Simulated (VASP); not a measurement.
# WC in VASP: a series of runs

The runs below take WC through single point, relaxation of cell and atoms, with PBEsol.

Everything below comes from runs of VASP 6.6.1. Logs are shortened: lines on timing, memory, paths and dates and some standing lists are left out, and cuts for length are marked.

### Step 1. The cell of the first run

The structure is cubic, space group Fm-3m (No. 225). Conventional cell: a = 4.346 Å, b = 4.346 Å, c = 4.346 Å, α = 90.00°, β = 90.00°, γ = 90.00°. W (site symmetry m-3m) has 6 C at 2.17 Å within 2.9 Å. C (site symmetry m-3m) has 6 W at 2.17 Å within 2.9 Å.

### Step 2. Single point, PBEsol

Input file INCAR:

```
  ALGO = Normal
  EDIFF = 1E-6
  ENCUT = 520
  GGA = PS
  ISIF = 2
  ISMEAR = 0
  LASPH = True
  LCHARG = False
  LREAL = False
  LWAVE = False
  NBANDS = 16
  NELM = 100
  PREC = Accurate
  SIGMA = 0.15
```

Input file KPOINTS:

```
k-points
0
Gamma
  14 14 14
```

Input file POSCAR:

```
WC
1.0
   -0.0000102007      2.1727993956      2.1727845105
    2.1727944494     -0.0000199714      2.1727942813
    2.1727821387      2.1727968556     -0.0000076608
W C
1 1
Direct
    0.0000000989      0.0000003131      0.0000002037
    0.4999999011      0.4999996869      0.4999997963
```

Potentials or basis: VASP PAW PBE potentials, release 64 (W_sv, C).

Run with:

```
$ cat potpaw_PBE.64/W_sv/POTCAR potpaw_PBE.64/C/POTCAR > POTCAR
$ mpirun -np 1 vasp_std > vasp.out
```

OUTCAR:

```text
EDIFF = 1E-6
   ENCUT = 520
   GGA = PS
   ISIF = 2
   ISMEAR = 0
   LASPH = True
   LREAL = False
   NELM = 100
   PREC = Accurate

 ion  position               nearest neighbor table
   1  0.000  0.000  0.000-   2 2.17   2 2.17   2 2.17   2 2.17   2 2.17   2 2.17
   2  0.500  0.500  0.500-   1 2.17   1 2.17   1 2.17   1 2.17   1 2.17   1 2.17

  LATTYP: Found a face centered cubic cell.
 ALAT       =     4.3455789943

  Lattice vectors:

 A1 = (  -0.0000102007,   2.1727993956,   2.1727845105)
 A2 = (   2.1727944494,  -0.0000199714,   2.1727942813)
 A3 = (   2.1727821387,   2.1727968556,  -0.0000076608)

Analysis of symmetry for initial positions (statically):
=====================================================================
 Subroutine PRICEL returns:
 Original cell was already a primitive cell.

 Routine SETGRP: Setting up the symmetry group for a
 face centered cubic supercell.

 Subroutine GETGRP returns: Found 48 space group operations
 (whereof 48 operations were pure point group operations)
 out of a pool of 48 trial point group operations.

The static configuration has the point symmetry O_h .

Analysis of symmetry for dynamics (positions and initial velocities):
=====================================================================
 Subroutine PRICEL returns:
 Original cell was already a primitive cell.

 Routine SETGRP: Setting up the symmetry group for a
 face centered cubic supercell.

 Subroutine GETGRP returns: Found 48 space group operations
 (whereof 48 operations were pure point group operations)
 out of a pool of 48 trial point group operations.

The dynamic configuration has the point symmetry O_h .

 Subroutine INISYM returns: Found 48 space group operations
 (whereof 48 operations are pure point group operations),
 and found     1 'primitive' translations

----------------------------------------------------------------------------------------

                                     Primitive cell

  volume of cell :      20.5158

  direct lattice vectors                    reciprocal lattice vectors
    -0.000010201  2.172799396  2.172784511    -0.230117440  0.230116692  0.230119573
     2.172794449 -0.000019971  2.172794281     0.230117216 -0.230114846  0.230117503
     2.172782139  2.172796856 -0.000007661     0.230119824  0.230117230 -0.230117726

  length of vectors
     3.072791848  3.072795260  3.072788375     0.398575897  0.398573507  0.398576518

  position of ions in fractional coordinates (direct lattice)
     0.000000099  0.000000313  0.000000204
     0.499999901  0.499999687  0.499999796

  ion indices of the primitive-cell ions
   primitive index   ion index
                 1           1
                 2           2

----------------------------------------------------------------------------------------

 KPOINTS: k-points

Automatic generation of k-mesh.
 Grid dimensions read from file:
 generate k-points for:   14   14   14

 Generating k-lattice:

  Cartesian coordinates                     Fractional coordinates (reciprocal lattice)
    -0.016436960  0.016436907  0.016437112     0.071428571  0.000000000 -0.000000000
     0.016436944 -0.016436775  0.016436964     0.000000000  0.071428571 -0.000000000
     0.016437130  0.016436945 -0.016436980     0.000000000  0.000000000  0.071428571

  Length of vectors
     0.028469707  0.028469536  0.028469751

  Shift w.r.t. Gamma in fractional coordinates (k-lattice)
     0.000000000  0.000000000  0.000000000

 Subroutine IBZKPT returns following result:
 ===========================================

 Found    104 irreducible k-points:

 Following reciprocal coordinates:
            Coordinates               Weight
  0.000000  0.000000  0.000000      1.000000
  0.071429 -0.000000 -0.000000      8.000000
  0.142857  0.000000 -0.000000      8.000000
  0.214286  0.000000 -0.000000      8.000000
  0.285714 -0.000000 -0.000000      8.000000
  0.357143 -0.000000 -0.000000      8.000000
[... 16 lines left out ...]
  0.214286  0.142857  0.000000     24.000000
  0.285714  0.142857  0.000000     24.000000
 [... further k-points ...]
   k-points           NKPTS =    104   k-points in BZ     NKDIM =    104   number of bands    NBANDS=     16
   number of dos      NEDOS =    301   number of ions     NIONS =      2
   total plane-waves  NPLWV =  13824
   dimension x,y,z NGX =    24 NGY =   24 NGZ =   24
   dimension x,y,z NGXF=    48 NGYF=   48 NGZF=   48
   ions per type =               1   1
   NGX,Y,Z   is equivalent  to a cutoff of  12.98, 12.98, 12.98 a.u.
   NGXF,Y,Z  is equivalent  to a cutoff of  25.97, 25.97, 25.97 a.u.
 SYSTEM =  unknown system
   PREC   = accura    normal or accurate (medium, high low for compatibility)
   ISTART =      0    job   : 0-new  1-cont  2-samecut
   ICHARG =      2    charge: 1-file 2-atom 10-const
   ISPIN  =      1    spin polarized calculation?
   LNONCOLLINEAR =      F non collinear calculations
   LSORBIT =      F    spin-orbit coupling
   LASPH  =      T    aspherical Exc in radial PAW
   ENCUT  =  520.0 eV  38.22 Ry    6.18 a.u.   5.71  5.71  5.71*2*pi/ulx,y,z
   NELM   =    100;   NELMIN=  2; NELMDL= -5     # of ELM steps
   EDIFF  = 0.1E-05   stopping-criterion for ELM
   LREAL  =      F    real-space projection
   EDIFFG = 0.1E-04   stopping-criterion for IOM
   NSW    =      0    number of steps for IOM
   IBRION =     -1    ionic relax: 0-MD 1-quasi-New 2-CG
   NFREE  =      0    steps in history (QN), initial steepest desc. (CG)
   ISIF   =      2    stress and relaxation
   ISYM   =      2    0-nonsym 1-usesym 2-fastsym
   POTIM  = 0.5000    time-step for ionic-motion
   TEBEG  =    0.0;   TEEND  =   0.0 temperature during run
   PSTRESS=    0.0 pullay stress
   NELECT =      18.0000    total number of electrons
   NUPDOWN=      -1.0000    fix difference up-down
   EMIN   =  10.00;   EMAX   =-10.00  energy-range for DOS
   EFERMI =   0.00;   METHOD = LEGACY
   ISMEAR =     0;   SIGMA  =   0.15  broadening in eV -4-tet -1-fermi 0-gaus
   EFERMI_NEDOS =   21; number of points for ismear=-14 and -15
   IALGO  =     38    algorithm
   IMIX   =      4    mixing-type and parameters
     AMIX     =   0.40;   BMIX     =  1.00
     AMIX_MAG =   1.60;   BMIX_MAG =  1.00
  volume/ion in A,a.u.               =      10.26        69.22
  Fermi-wavevector in a.u.,A,eV,Ry     =   1.567243  2.961659 33.419307  2.456250
  Thomas-Fermi vector in A             =   2.669451
   LORBIT       =      0    0 simple, 1 ext, 2 COOP (PROOUT), +10 PAW based schemes
   GGA     = PS    functional components
   LHFCALC =     F    Hartree Fock is set to
   AEXX    =    0.0000 exact exchange contribution
   IVDW    =     0    specifies the selected vdW correction
   LEPSILON=     F    determine dielectric tensor
   LRPA    =     F    only Hartree local field effects (RPA)
 non-spin polarized calculation
 Gauss-broadening in eV      SIGMA  =   0.15
  energy-cutoff  :      520.00
  volume of cell :       20.52
 maximum number of plane-waves:       568
   NGX = 11   NGY = 11   NGZ = 11

 number of electron      17.9999984 magnetization

 Free energy of the ion-electron system (eV)
  ---------------------------------------------------
  ext. energy  EPLUGINS =         0.00000000
  ---------------------------------------------------
  free energy    TOTEN  =       -22.99966911 eV

  energy without entropy =      -22.98671905  energy(sigma->0) =      -22.99319408

 E-fermi :  12.6509     XC(G=0): -13.9945

 val. band max:       12.5971743714   @ k =  -0.4286   0.2143   0.0714
 cond. band min:      12.6579636163   @ k =  -0.2857   0.2857   0.0714
 fundamental gap:      0.0607892449
 Fermi energy:        12.6509003727

 k-point     1 :       0.0000    0.0000    0.0000
  band No.  band energies     occupation
      1     -62.6880      2.00000
      2     -26.6816      2.00000
      3     -26.6816      2.00000
      4     -26.6814      2.00000
      5      -3.3458      2.00000
      6       9.8052      2.00000
[... 8 lines left out ...]
     15      22.2685      0.00000
     16      36.4100      0.00000

 k-point     2 :       0.0714   -0.0000   -0.0000
  band No.  band energies     occupation
      1     -62.6860      2.00000
      2     -26.7156      2.00000
      3     -26.6852      2.00000
      4     -26.6851      2.00000
      5      -3.1962      2.00000
      6       9.2849      2.00000
[... 8 lines left out ...]
     15      22.6227      0.00000
     16      34.7368      0.00000

 k-point     3 :       0.1429    0.0000   -0.0000
  band No.  band energies     occupation
      1     -62.6801      2.00000
      2     -26.8100      2.00000
      3     -26.6953      2.00000
      4     -26.6951      2.00000
      5      -2.7613      2.00000
      6       8.1997      2.00000
[... 8 lines left out ...]
     15      23.5655      0.00000
     16      32.2609      0.00000

 k-point     4 :       0.2143    0.0000   -0.0000
  band No.  band energies     occupation
      1     -62.6716      2.00000
      2     -26.9439      2.00000
      3     -26.7097      2.00000
      4     -26.7096      2.00000
      5      -2.0808      2.00000
      6       6.9544      2.00000
[... 8 lines left out ...]
     15      24.6597      0.00000
     16      30.4953      0.00000

 k-point     5 :       0.2857   -0.0000   -0.0000
  band No.  band energies     occupation
      1     -62.6621      2.00000
      2     -27.0892      2.00000
      3     -26.7257      2.00000
      4     -26.7256      2.00000
      5      -1.2129      2.00000
      6       5.6949      2.00000
[... 8 lines left out ...]
     15      25.3374      0.00000
     16      28.8806      0.00000

 k-point     6 :       0.3571   -0.0000   -0.0000
  band No.  band energies     occupation
      1     -62.6536      2.00000
      2     -27.2173      2.00000
      3     -26.7401      2.00000
      4     -26.7399      2.00000
      5      -0.2257      2.00000
      6       4.4794      2.00000
[... 8 lines left out ...]
     15      26.0236      0.00000
     16      26.7987      0.00000

 k-point     7 :       0.4286    0.0000   -0.0000
  band No.  band energies     occupation
      1     -62.6477      2.00000
      2     -27.3045      2.00000
      3     -26.7500      2.00000
      4     -26.7499      2.00000
      5       0.7972      2.00000
      6       3.3477      2.00000
[... 8 lines left out ...]
     15      25.2353      0.00000
     16      25.2355      0.00000

 k-point     8 :       0.5000    0.0000   -0.0000
  band No.  band energies     occupation
      1     -62.6456      2.00000
      2     -27.3354      2.00000
      3     -26.7535      2.00000
      4     -26.7534      2.00000
      5       1.4921      2.00000
      6       2.6221      2.00000
[... 8 lines left out ...]
     15      24.5817      0.00000
     16      24.5819      0.00000

 k-point     9 :       0.0714    0.0714    0.0000
  band No.  band energies     occupation
      1     -62.6853      2.00000
      2     -26.7133      2.00000
      3     -26.6932      2.00000
      4     -26.6930      2.00000
      5      -3.1482      2.00000
      6       9.3725      2.00000
[... 8 lines left out ...]
     15      22.7406      0.00000
     16      34.6244      0.00000
[... 172 lines left out ...]
 k-point    19 :      -0.2143    0.0714    0.0000
  band No.  band energies     occupation
      1     -62.6670      2.00000
      2     -26.9956      2.00000
      3     -26.7483      2.00000
      4     -26.7056      2.00000
      5      -1.7099      2.00000
      6       6.3840      2.00000
[... 8 lines left out ...]
     15      25.1115      0.00000
     16      28.5797      0.00000

 k-point    20 :      -0.1429    0.0714    0.0000
  band No.  band energies     occupation
      1     -62.6759      2.00000
      2     -26.8623      2.00000
      3     -26.7276      2.00000
      4     -26.6921      2.00000
      5      -2.4423      2.00000
      6       7.6309      2.00000
[... 8 lines left out ...]
     15      24.1950      0.00000
     16      30.4275      0.00000

 k-point    21 :      -0.0714    0.0714    0.0000
  band No.  band energies     occupation
      1     -62.6826      2.00000
      2     -26.7616      2.00000
      3     -26.7051      2.00000
      4     -26.6848      2.00000
      5      -2.9533      2.00000
      6       8.8130      2.00000
[... 8 lines left out ...]
     15      23.1760      0.00000
     16      32.8894      0.00000

 k-point    22 :       0.1429    0.1429   -0.0000
  band No.  band energies     occupation
      1     -62.6774      2.00000
      2     -26.8006      2.00000
      3     -26.7257      2.00000
      4     -26.7255      2.00000
      5      -2.6005      2.00000
      6       7.3988      2.00000
[... 8 lines left out ...]
     15      24.0324      0.00000
     16      32.1707      0.00000

 k-point    23 :       0.2143    0.1429    0.0000
  band No.  band energies     occupation
      1     -62.6711      2.00000
      2     -26.8872      2.00000
      3     -26.7469      2.00000
      4     -26.7396      2.00000
      5      -2.1450      2.00000
      6       6.5323      2.00000
[... 8 lines left out ...]
     15      24.9945      0.00000
     16      29.9646      0.00000

 k-point    24 :       0.2857    0.1429    0.0000
  band No.  band energies     occupation
      1     -62.6627      2.00000
      2     -27.0071      2.00000
      3     -26.7666      2.00000
      4     -26.7557      2.00000
      5      -1.4977      2.00000
      6       5.7182      2.00000
[... 8 lines left out ...]
     15      25.6794      0.00000
     16      28.1384      0.00000

 [... further k-points ...]

------------------------ aborting loop because EDIFF is reached ----------------------------------------

  FORCE on cell =-STRESS in cart. coord.  units (eV):
  Direction    XX          YY          ZZ          XY          YZ          ZX
  --------------------------------------------------------------------------------------
  -------------------------------------------------------------------------------------
  Total        0.1428915      0.1428934      0.1428915     -0.0000015     -0.0000011      0.0000001
  in kB       11.1590910     11.1592422     11.1590893     -0.0001156     -0.0000895      0.0000108
  external PRESSURE =      11.1591408 kB  Pullay stress =       0.0000000 kB

 VOLUME and BASIS-vectors are now :
 -----------------------------------------------------------------------------
  energy-cutoff  :      520.00
  volume of cell :       20.52
      direct lattice vectors                 reciprocal lattice vectors
    -0.000010201  2.172799396  2.172784511    -0.230117440  0.230116692  0.230119573
     2.172794449 -0.000019971  2.172794281     0.230117216 -0.230114846  0.230117503
     2.172782139  2.172796856 -0.000007661     0.230119824  0.230117230 -0.230117726

 POSITION                                       TOTAL-FORCE (eV/Angst)
 -----------------------------------------------------------------------------------
      0.00000      0.00000      0.00000         0.000000     -0.000000     -0.000000
      2.17278      2.17279      2.17278        -0.000000      0.000000      0.000000
 -----------------------------------------------------------------------------------
    total drift:                               -0.000890     -0.000521     -0.000709

  FREE ENERGIE OF THE ION-ELECTRON SYSTEM (eV)
  ---------------------------------------------------
  free  energy   TOTEN  =       -22.9996691087 eV

  energy  without entropy=      -22.9867190478  energy(sigma->0) =      -22.99319408
```

It took 8.7 s on 1 thread of Intel Xeon 6975P-C (Granite Rapids), shared host; peak memory 0.16 GiB.

What came out:

```yaml
Free_energy: -22.9997 eV
Pressure: 1.1 GPa
Band_gap_on_the_k_mesh: zero (bands 9 and 10 overlap by 3.24 eV)
```

Caveat: the PAW data sets were made with another functional, which shifts forces and pressure a little; spin-orbit coupling is left out, which moves the levels of the heavy elements.

### Step 3. Single point, PBEsol (atoms moved at random)

Input file INCAR:

```
SYSTEM = WC
  PREC = Accurate
  ENCUT = 520
  EDIFF = 1E-6
  ISMEAR = 0
  SIGMA = 0.15
  LREAL = .False.
  LASPH = .True.
  NELM = 80
  ALGO = Normal
  ISIF = 2
  LWAVE = .False.
  LCHARG = .False.
  GGA = PS
  NBANDS = 16
```

Input file KPOINTS:

```
regular mesh
0
Gamma
  14 14 14
  0 0 0
```

Input file POSCAR:

```
WC
1.0
    0.0000000000      2.1726853742      2.1726853742
    2.1726853742      0.0000000000      2.1726853742
    2.1726853742      2.1726853742      0.0000000000
W C
1 1
Direct
    0.0065241724     -0.0083131889      0.0060147496
    0.4934758276      0.5083131889      0.4939852504
```

Potentials or basis: VASP PAW PBE potentials, release 64 (W_sv, C).

Run with:

```
$ cat potpaw_PBE.64/W_sv/POTCAR potpaw_PBE.64/C/POTCAR > POTCAR
$ mpirun -np 1 vasp_std > vasp.out
```

Wall time 98 s (1 thread of Intel Xeon 6975P-C (Granite Rapids), shared host); peak memory 0.52 GiB.

The run converged. Its results:

```
Free energy            : -22.9875 eV
Pressure               : 1.7 GPa
Largest force          : 0.445 eV/Å
Band gap on the k mesh : zero (bands 9 and 10 overlap by 3.17 eV)
```

Forces in eV/Å, atoms in the order of the input:
```
W    0.077 -0.435  0.060
C   -0.077  0.435 -0.060
```

Stress tensor (GPa, compression positive):
```
 1.13  0.08 -0.01
 0.08  2.91  0.06
-0.01  0.06  1.11
```

Levels at points of the mesh, in eV from the Fermi level:
```csv
k point,band 5,band 6,band 7,band 8,band 9,band 10,band 11,band 12,band 13,band 14
"(0.00, 0.00, 0.00)",-15.99,-2.93,-2.92,-2.84,-1.58,-1.07,-0.94,-0.84,-0.40,6.86
"(0.50, 0.00, 0.00)",-11.17,-10.01,-6.74,-6.73,1.12,1.14,2.47,4.94,9.07,9.17
"(0.00, 0.50, 0.00)",-11.18,-10.00,-6.74,-6.74,1.13,1.14,2.48,4.95,9.08,9.18
"(0.00, 0.00, 0.50)",-11.17,-10.01,-6.74,-6.73,1.12,1.14,2.47,4.93,9.06,9.17
"(0.50, 0.50, 0.50)",-11.16,-10.01,-6.74,-6.73,1.12,1.13,2.47,4.92,9.05,9.16
"(0.50, 0.50, 0.00)",-13.73,-6.03,-5.62,-2.52,-2.42,0.97,2.42,2.42,5.72,7.65
"(0.00, 0.50, 0.50)",-13.73,-6.03,-5.62,-2.52,-2.42,0.97,2.42,2.42,5.72,7.65
"(0.50, 0.00, 0.50)",-13.73,-5.98,-5.61,-2.49,-2.48,0.93,2.42,2.42,5.63,7.69
```

Caveat: the cell differs from its parent crystal (atoms moved at random); the PAW data sets were made with another functional, which shifts forces and pressure a little; spin-orbit coupling is left out, which moves the levels of the heavy elements.

(Continued in part 2 of 2.)
